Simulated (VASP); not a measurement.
# NbN (Fm-3m) in VASP: a series of runs

The runs below take NbN through single point, with r2SCAN.

All numbers are computed with VASP 6.6.1; they aren't measurements. Logs are shortened: lines on timing, memory, paths and dates and some standing lists are left out, and cuts for length are marked.

**1. The cell of the first run**

Symmetry: Fm-3m, No. 225, cubic system. Conventional cell: a = 4.389 Å, b = 4.389 Å, c = 4.389 Å, α = 90.00°, β = 90.00°, γ = 90.00°. Within 2.9 Å of Nb (site symmetry m-3m) lie 6 N at 2.19 Å. Within 2.9 Å of N (site symmetry m-3m) lie 6 Nb at 2.19 Å.

**2. Single point, r2SCAN**

POSCAR reads:

```
NbN
1.0
    0.0000000000      2.1945000000      2.1945000000
    2.1945000000      0.0000000000      2.1945000000
    2.1945000000      2.1945000000      0.0000000000
Nb N
1 1
Direct
    0.5000000000      0.5000000000      0.5000000000
    0.0000000000      0.0000000000      0.0000000000
```

INCAR.step1 reads:

```
SYSTEM = NbN
PREC = Accurate ; ENCUT = 660
ISMEAR = 0 ; SIGMA = 0.1
LREAL = .False. ; LASPH = .True.
NELM = 120 ; NBANDS = 16
GGA = PE ; ALGO = Normal
EDIFF = 1E-5 ; LWAVE = .True.
LCHARG = .False. ; GGA_COMPAT = .False.
```

INCAR.step2 reads:

```
SYSTEM = NbN
PREC = Accurate ; ENCUT = 660
EDIFF = 1E-6 ; ISMEAR = 0
SIGMA = 0.1 ; LREAL = .False.
LASPH = .True. ; NELM = 120
ALGO = Normal ; ISIF = 2
LWAVE = .False. ; LCHARG = .True.
METAGGA = R2SCAN ; LMIXTAU = .True.
LELF = .True. ; LVHAR = .True.
NBANDS = 16 ; ISTART = 1
GGA_COMPAT = .False.
```

KPOINTS reads:

```
regular mesh
0
Gamma
  8 8 8
  0 0 0
```

Potentials or basis: VASP PAW PBE potentials, release 64 (Nb_sv, N).

Command:

```bash
$ cat potpaw_PBE.64/Nb_sv/POTCAR potpaw_PBE.64/N/POTCAR > POTCAR
$ cp INCAR.step1 INCAR
$ mpirun -np 1 vasp_std > vasp.out
$ cp INCAR.step2 INCAR
$ mpirun -np 1 vasp_std > vasp.out
```

OUTCAR:

```text
SYSTEM = NbN
   PREC = Accurate
   ENCUT = 660
   EDIFF = 1E-6
   ISMEAR = 0
   LREAL = .False.
   LASPH = .True.
   NELM = 120
   ISIF = 2
   METAGGA = R2SCAN
   ISTART = 1

 ion  position               nearest neighbor table
   1  0.500  0.500  0.500-   2 2.19   2 2.19   2 2.19   2 2.19   2 2.19   2 2.19
   2  0.000  0.000  0.000-   1 2.19   1 2.19   1 2.19   1 2.19   1 2.19   1 2.19

  LATTYP: Found a face centered cubic cell.
 ALAT       =     4.3890000000

  Lattice vectors:

 A1 = (   0.0000000000,   2.1945000000,   2.1945000000)
 A2 = (   2.1945000000,   0.0000000000,   2.1945000000)
 A3 = (   2.1945000000,   2.1945000000,   0.0000000000)

Analysis of symmetry for initial positions (statically):
=====================================================================
 Subroutine PRICEL returns:
 Original cell was already a primitive cell.

 Routine SETGRP: Setting up the symmetry group for a
 face centered cubic supercell.

 Subroutine GETGRP returns: Found 48 space group operations
 (whereof 48 operations were pure point group operations)
 out of a pool of 48 trial point group operations.

The static configuration has the point symmetry O_h .

Analysis of symmetry for dynamics (positions and initial velocities):
=====================================================================
 Subroutine PRICEL returns:
 Original cell was already a primitive cell.

 Routine SETGRP: Setting up the symmetry group for a
 face centered cubic supercell.

 Subroutine GETGRP returns: Found 48 space group operations
 (whereof 48 operations were pure point group operations)
 out of a pool of 48 trial point group operations.

The dynamic configuration has the point symmetry O_h .

 Subroutine INISYM returns: Found 48 space group operations
 (whereof 48 operations are pure point group operations),
 and found     1 'primitive' translations

----------------------------------------------------------------------------------------

                                     Primitive cell

  volume of cell :      21.1367

  direct lattice vectors                    reciprocal lattice vectors
     0.000000000  2.194500000  2.194500000    -0.227842333  0.227842333  0.227842333
     2.194500000  0.000000000  2.194500000     0.227842333 -0.227842333  0.227842333
     2.194500000  2.194500000  0.000000000     0.227842333  0.227842333 -0.227842333

  length of vectors
     3.103491663  3.103491663  3.103491663     0.394634497  0.394634497  0.394634497

  position of ions in fractional coordinates (direct lattice)
     0.500000000  0.500000000  0.500000000
     0.000000000  0.000000000  0.000000000

  ion indices of the primitive-cell ions
   primitive index   ion index
                 1           1
                 2           2

----------------------------------------------------------------------------------------

 KPOINTS: regular mesh

Automatic generation of k-mesh.
 Grid dimensions read from file:
 generate k-points for:    8    8    8

 Generating k-lattice:

  Cartesian coordinates                     Fractional coordinates (reciprocal lattice)
    -0.028480292  0.028480292  0.028480292     0.125000000  0.000000000  0.000000000
     0.028480292 -0.028480292  0.028480292     0.000000000  0.125000000  0.000000000
     0.028480292  0.028480292 -0.028480292     0.000000000  0.000000000  0.125000000

  Length of vectors
     0.049329312  0.049329312  0.049329312

  Shift w.r.t. Gamma in fractional coordinates (k-lattice)
     0.000000000  0.000000000  0.000000000

 Subroutine IBZKPT returns following result:
 ===========================================

 Found     29 irreducible k-points:

 Following reciprocal coordinates:
            Coordinates               Weight
  0.000000  0.000000  0.000000      1.000000
  0.125000  0.000000  0.000000      8.000000
  0.250000  0.000000  0.000000      8.000000
  0.375000  0.000000  0.000000      8.000000
  0.500000  0.000000  0.000000      4.000000
  0.125000  0.125000  0.000000      6.000000
[... 16 lines left out ...]
  0.500000  0.250000  0.125000     48.000000
 -0.375000  0.250000  0.125000     24.000000
 [... further k-points ...]
   k-points           NKPTS =     29   k-points in BZ     NKDIM =     29   number of bands    NBANDS=     16
   number of dos      NEDOS =    301   number of ions     NIONS =      2
   total plane-waves  NPLWV =  21952
   dimension x,y,z NGX =    28 NGY =   28 NGZ =   28
   dimension x,y,z NGXF=    56 NGYF=   56 NGZF=   56
   ions per type =               1   1
   NGX,Y,Z   is equivalent  to a cutoff of  15.00, 15.00, 15.00 a.u.
   NGXF,Y,Z  is equivalent  to a cutoff of  30.00, 30.00, 30.00 a.u.
 SYSTEM =  NbN
   PREC   = accura    normal or accurate (medium, high low for compatibility)
   ISTART =      1    job   : 0-new  1-cont  2-samecut
   ICHARG =      0    charge: 1-file 2-atom 10-const
   ISPIN  =      1    spin polarized calculation?
   LNONCOLLINEAR =      F non collinear calculations
   LSORBIT =      F    spin-orbit coupling
   LASPH  =      T    aspherical Exc in radial PAW
   ENCUT  =  660.0 eV  48.51 Ry    6.96 a.u.   6.50  6.50  6.50*2*pi/ulx,y,z
   NELM   =    120;   NELMIN=  2; NELMDL=  0     # of ELM steps
   EDIFF  = 0.1E-05   stopping-criterion for ELM
   LREAL  =      F    real-space projection
   EDIFFG = 0.1E-04   stopping-criterion for IOM
   NSW    =      0    number of steps for IOM
   IBRION =     -1    ionic relax: 0-MD 1-quasi-New 2-CG
   NFREE  =      0    steps in history (QN), initial steepest desc. (CG)
   ISIF   =      2    stress and relaxation
   ISYM   =      2    0-nonsym 1-usesym 2-fastsym
   POTIM  = 0.5000    time-step for ionic-motion
   TEBEG  =    0.0;   TEEND  =   0.0 temperature during run
   PSTRESS=    0.0 pullay stress
   NELECT =      18.0000    total number of electrons
   NUPDOWN=      -1.0000    fix difference up-down
   EMIN   =  10.00;   EMAX   =-10.00  energy-range for DOS
   EFERMI =   0.00;   METHOD = LEGACY
   ISMEAR =     0;   SIGMA  =   0.10  broadening in eV -4-tet -1-fermi 0-gaus
   EFERMI_NEDOS =   21; number of points for ismear=-14 and -15
   IALGO  =     38    algorithm
   IMIX   =      4    mixing-type and parameters
     AMIX     =   0.40;   BMIX     =  1.00
     AMIX_MAG =   1.60;   BMIX_MAG =  1.00
  volume/ion in A,a.u.               =      10.57        71.32
  Fermi-wavevector in a.u.,A,eV,Ry     =   1.551744  2.932371 32.761598  2.407910
  Thomas-Fermi vector in A             =   2.656219
   LORBIT       =      0    0 simple, 1 ext, 2 COOP (PROOUT), +10 PAW based schemes
   METAGGA = R2SCAN    functional components
   LHFCALC =     F    Hartree Fock is set to
   AEXX    =    0.0000 exact exchange contribution
   IVDW    =     0    specifies the selected vdW correction
   LEPSILON=     F    determine dielectric tensor
   LRPA    =     F    only Hartree local field effects (RPA)
 non-spin polarized calculation
 Gauss-broadening in eV      SIGMA  =   0.10
  energy-cutoff  :      660.00
  volume of cell :       21.14
 maximum number of plane-waves:       869
 NGX is ok and might be reduce to    28
   NGX = 13   NGY = 13   NGZ = 13

 number of electron      17.9999999 magnetization

 Free energy of the ion-electron system (eV)
  ---------------------------------------------------
  ext. energy  EPLUGINS =         0.00000000
  ---------------------------------------------------
  free energy    TOTEN  =       -36.23017631 eV

  energy without entropy =      -36.22389276  energy(sigma->0) =      -36.22703454

 E-fermi :  14.2354     XC(G=0): -14.3482

 val. band max:       14.1846005338   @ k =  -0.2500   0.3750   0.1250
 cond. band min:      14.3206205501   @ k =   0.2500   0.1250   0.0000
 fundamental gap:      0.1360200163
 Fermi energy:        14.2353839617

 k-point     1 :       0.0000    0.0000    0.0000
  band No.  band energies     occupation
      1     -44.1716      2.00000
      2     -19.0966      2.00000
      3     -19.0966      2.00000
      4     -19.0966      2.00000
      5      -4.5706      2.00000
      6      10.5342      2.00000
[... 8 lines left out ...]
     15      24.2405      0.00000
     16      37.6018      0.00000

 k-point     2 :       0.1250    0.0000    0.0000
  band No.  band energies     occupation
      1     -44.1505      2.00000
      2     -19.2735      2.00000
      3     -19.1105      2.00000
      4     -19.1105      2.00000
      5      -4.2305      2.00000
      6       9.1156      2.00000
[... 8 lines left out ...]
     15      25.2179      0.00000
     16      35.1663      0.00000

 k-point     3 :       0.2500    0.0000    0.0000
  band No.  band energies     occupation
      1     -44.0993      2.00000
      2     -19.6803      2.00000
      3     -19.1436      2.00000
      4     -19.1436      2.00000
      5      -3.3813      2.00000
      6       7.0026      2.00000
[... 8 lines left out ...]
     15      26.8611      0.00000
     16      32.2545      0.00000

 k-point     4 :       0.3750    0.0000    0.0000
  band No.  band energies     occupation
      1     -44.0474      2.00000
      2     -20.0625      2.00000
      3     -19.1764      2.00000
      4     -19.1764      2.00000
      5      -2.4464      2.00000
      6       5.3075      2.00000
[... 8 lines left out ...]
     15      27.4546      0.00000
     16      28.8202      0.00000
[... 324 lines left out ...]
 k-point    22 :       0.3750    0.2500    0.1250
  band No.  band energies     occupation
      1     -44.0612      2.00000
      2     -19.7494      2.00000
      3     -19.3425      2.00000
      4     -19.1999      2.00000
      5      -3.1943      2.00000
      6       6.2412      2.00000
[... 8 lines left out ...]
     15      27.9237      0.00000
     16      28.8107      0.00000

 k-point    23 :       0.5000    0.2500    0.1250
  band No.  band energies     occupation
      1     -44.0196      2.00000
      2     -19.9475      2.00000
      3     -19.4413      2.00000
      4     -19.2524      2.00000
      5      -2.8181      2.00000
      6       5.8934      2.00000
[... 8 lines left out ...]
     15      27.1357      0.00000
     16      27.7620      0.00000

 k-point    24 :      -0.3750    0.2500    0.1250
  band No.  band energies     occupation
      1     -44.0023      2.00000
      2     -20.0327      2.00000
      3     -19.4661      2.00000
      4     -19.2852      2.00000
      5      -2.6685      2.00000
      6       5.7349      2.00000
[... 8 lines left out ...]
     15      27.0130      0.00000
     16      27.6681      0.00000

 [... further k-points ...]

------------------------ aborting loop because EDIFF is reached ----------------------------------------

  FORCE on cell =-STRESS in cart. coord.  units (eV):
  Direction    XX          YY          ZZ          XY          YZ          ZX
  --------------------------------------------------------------------------------------
  -------------------------------------------------------------------------------------
  Total        0.6988286      0.6988286      0.6988286      0.0000000      0.0000000      0.0000000
  in kB       52.9717713     52.9717713     52.9717713      0.0000000      0.0000000      0.0000000
  external PRESSURE =      52.9717713 kB  Pullay stress =       0.0000000 kB

 VOLUME and BASIS-vectors are now :
 -----------------------------------------------------------------------------
  energy-cutoff  :      660.00
  volume of cell :       21.14
      direct lattice vectors                 reciprocal lattice vectors
     0.000000000  2.194500000  2.194500000    -0.227842333  0.227842333  0.227842333
     2.194500000  0.000000000  2.194500000     0.227842333 -0.227842333  0.227842333
     2.194500000  2.194500000  0.000000000     0.227842333  0.227842333 -0.227842333

 POSITION                                       TOTAL-FORCE (eV/Angst)
 -----------------------------------------------------------------------------------
      2.19450      2.19450      2.19450        -0.000000     -0.000000     -0.000000
      0.00000      0.00000      0.00000         0.000000      0.000000      0.000000
 -----------------------------------------------------------------------------------
    total drift:                                0.000000      0.000000      0.000000

  FREE ENERGIE OF THE ION-ELECTRON SYSTEM (eV)
  ---------------------------------------------------
  free  energy   TOTEN  =       -36.2301763122 eV

  energy  without entropy=      -36.2238927608  energy(sigma->0) =      -36.22703454
```

It took 2.6 min on 1 thread of Intel Xeon 8259CL, shared host; peak memory 0.17 GiB.

Results:

```
Free energy            : -36.2302 eV
Pressure               : 5.3 GPa
Band gap on the k mesh : zero (bands 9 and 10 overlap by 3.59 eV)
```

Caveat: the cell stands under pressure; the PAW data sets were made with another functional, which shifts forces and pressure a little.

**3. Single point, r2SCAN**

This run uses another cell than the first one, of 10.73 Å³/atom.

POSCAR reads:

```
NbN
1.0
    0.0000000000      2.2058451277      2.2058451277
    2.2058451277      0.0000000000      2.2058451277
    2.2058451277      2.2058451277      0.0000000000
Nb N
1 1
Direct
    0.5000000000      0.5000000000      0.5000000000
    0.0000000000      0.0000000000      0.0000000000
```

INCAR.step1 reads:

```
SYSTEM = NbN
PREC     = Accurate       ! precision mode
ENCUT    = 660            ! plane-wave cutoff, eV
ISMEAR   = 0              ! smearing method
SIGMA    = 0.15           ! smearing width, eV
LREAL    = .FALSE.        ! projectors in reciprocal space
LASPH    = .TRUE.         ! aspherical terms in the spheres
NELM     = 120            ! most SCF steps
NBANDS   = 16             ! bands
GGA      = PE             ! functional
ALGO     = Normal         ! electronic algorithm
EDIFF    = 1E-5           ! SCF threshold, eV
LWAVE    = .TRUE.         ! write WAVECAR
LCHARG   = .FALSE.        ! write CHGCAR
GGA_COMPAT= .FALSE.
```

INCAR.step2 reads:

```
SYSTEM = NbN
PREC     = Accurate       ! precision mode
ENCUT    = 660            ! plane-wave cutoff, eV
EDIFF    = 1E-6           ! SCF threshold, eV
ISMEAR   = 0              ! smearing method
SIGMA    = 0.15           ! smearing width, eV
LREAL    = .FALSE.        ! projectors in reciprocal space
LASPH    = .TRUE.         ! aspherical terms in the spheres
NELM     = 120            ! most SCF steps
ALGO     = Normal         ! electronic algorithm
ISIF     = 2              ! what is computed and relaxed
LWAVE    = .FALSE.        ! write WAVECAR
LCHARG   = .FALSE.        ! write CHGCAR
METAGGA  = R2SCAN         ! meta-GGA
LMIXTAU  = .TRUE.       
NBANDS   = 16             ! bands
ISTART   = 1            
GGA_COMPAT= .FALSE.
```

KPOINTS reads:

```
Automatic mesh
0
G
  24 24 24
  0 0 0
```

Potentials or basis: VASP PAW PBE potentials, release 64 (Nb_sv, N).

Command:

```bash
$ cat potpaw_PBE.64/Nb_sv/POTCAR potpaw_PBE.64/N/POTCAR > POTCAR
$ cp INCAR.step1 INCAR
$ mpirun -np 1 vasp_std > vasp.out
$ cp INCAR.step2 INCAR
$ mpirun -np 1 vasp_std > vasp.out
```

OUTCAR:

```text
SYSTEM = NbN
   PREC = Accurate
   ENCUT = 660
   EDIFF = 1E-6
   ISMEAR = 0
   LREAL = .FALSE.
   LASPH = .TRUE.
   NELM = 120
   ISIF = 2
   METAGGA = R2SCAN
   ISTART = 1

 ion  position               nearest neighbor table
   1  0.500  0.500  0.500-   2 2.21   2 2.21   2 2.21   2 2.21   2 2.21   2 2.21
   2  0.000  0.000  0.000-   1 2.21   1 2.21   1 2.21   1 2.21   1 2.21   1 2.21

  LATTYP: Found a face centered cubic cell.
 ALAT       =     4.4116902554

  Lattice vectors:

 A1 = (   0.0000000000,   2.2058451277,   2.2058451277)
 A2 = (   2.2058451277,   0.0000000000,   2.2058451277)
 A3 = (   2.2058451277,   2.2058451277,   0.0000000000)

Analysis of symmetry for initial positions (statically):
=====================================================================
 Subroutine PRICEL returns:
 Original cell was already a primitive cell.

 Routine SETGRP: Setting up the symmetry group for a
 face centered cubic supercell.

 Subroutine GETGRP returns: Found 48 space group operations
 (whereof 48 operations were pure point group operations)
 out of a pool of 48 trial point group operations.

The static configuration has the point symmetry O_h .

Analysis of symmetry for dynamics (positions and initial velocities):
[... 161 lines left out ...]

 val. band max:       13.9323814996   @ k =  -0.2500   0.3750   0.1250
 cond. band min:      13.9434631400   @ k =  -0.4167   0.2083   0.0000
 fundamental gap:      0.0110816404
 Fermi energy:        13.9361077256

 k-point     1 :       0.0000    0.0000    0.0000
  band No.  band energies     occupation
      1     -44.4290      2.00000
      2     -19.3702      2.00000
      3     -19.3702      2.00000
      4     -19.3702      2.00000
      5      -4.7262      2.00000
      6      10.3218      2.00000
[... 433 lines left out ...]
      3     -19.4647      2.00000
      4     -19.4639      2.00000
      5      -2.3618      2.00000
      6       4.6694      2.00000
[... 8 lines left out ...]
     15      27.2402      0.00000
     16      27.2794      0.00000

 [... further k-points ...]

------------------------ aborting loop because EDIFF is reached ----------------------------------------

  FORCE on cell =-STRESS in cart. coord.  units (eV):
  Direction    XX          YY          ZZ          XY          YZ          ZX
  --------------------------------------------------------------------------------------
  -------------------------------------------------------------------------------------
  Total       -0.0034854     -0.0034854     -0.0034854     -0.0000000      0.0000000     -0.0000000
  in kB       -0.2601379     -0.2601379     -0.2601379     -0.0000000      0.0000000     -0.0000000
  external PRESSURE =      -0.2601379 kB  Pullay stress =       0.0000000 kB

 VOLUME and BASIS-vectors are now :
 -----------------------------------------------------------------------------
  energy-cutoff  :      660.00
  volume of cell :       21.47
      direct lattice vectors                 reciprocal lattice vectors
     0.000000000  2.205845128  2.205845128    -0.226670492  0.226670492  0.226670492
     2.205845128  0.000000000  2.205845128     0.226670492 -0.226670492  0.226670492
     2.205845128  2.205845128  0.000000000     0.226670492  0.226670492 -0.226670492

 POSITION                                       TOTAL-FORCE (eV/Angst)
 -----------------------------------------------------------------------------------
      2.20585      2.20585      2.20585        -0.000000      0.000000      0.000000
      0.00000      0.00000      0.00000         0.000000     -0.000000     -0.000000
 -----------------------------------------------------------------------------------
    total drift:                                0.000000      0.000000      0.000000

  FREE ENERGIE OF THE ION-ELECTRON SYSTEM (eV)
  ---------------------------------------------------
  free  energy   TOTEN  =       -36.2584087525 eV

  energy  without entropy=      -36.2472929463  energy(sigma->0) =      -36.25285085
```

OSZICAR.step1:

```text
N       E                     dE             d eps       ncg     rms          rms(c)
DAV:   1     0.175515532844E+03    0.17552E+03   -0.11629E+04 13216   0.143E+03
DAV:   2    -0.131560246224E+02   -0.18867E+03   -0.18053E+03 15120   0.450E+02
DAV:   3    -0.238284763149E+02   -0.10672E+02   -0.10447E+02 24512   0.910E+01
DAV:   4    -0.240040259543E+02   -0.17555E+00   -0.17530E+00 15224   0.972E+00
DAV:   5    -0.240083497857E+02   -0.43238E-02   -0.43230E-02 19368   0.151E+00    0.126E+01
DAV:   6    -0.207220781396E+02    0.32863E+01   -0.92628E+00 20568   0.327E+01    0.465E+00
DAV:   7    -0.205631622318E+02    0.15892E+00   -0.69659E-01 16912   0.879E+00    0.265E+00
DAV:   8    -0.205507441997E+02    0.12418E-01   -0.16372E-01 20744   0.431E+00    0.104E+00
DAV:   9    -0.205450070091E+02    0.57372E-02   -0.25918E-02 18008   0.196E+00    0.388E-01
DAV:  10    -0.205451329810E+02   -0.12597E-03   -0.19436E-03 16456   0.599E-01    0.831E-02
DAV:  11    -0.205450778518E+02    0.55129E-04   -0.22320E-04 16904   0.141E-01    0.326E-02
DAV:  12    -0.205450816538E+02   -0.38020E-05   -0.91380E-06 12960   0.342E-02
   1 F= -.20545082E+02 E0= -.20539225E+02  d E =-.117142E-01
```

Run time: 19 min. Hardware: 1 thread of Oxide Virtual Turin-like, shared host; peak memory 0.3 GiB.

Results:

* Free energy: -36.2584 eV
* Pressure: 0.0 GPa
* Band gap on the k mesh: zero (bands 9 and 10 overlap by 3.51 eV)

Caveat: the PAW data sets were made with another functional, which shifts forces and pressure a little.

[end of part 1 of 2]

The gap in the log of VASP goes by the Fermi energy; the results here count the filled bands.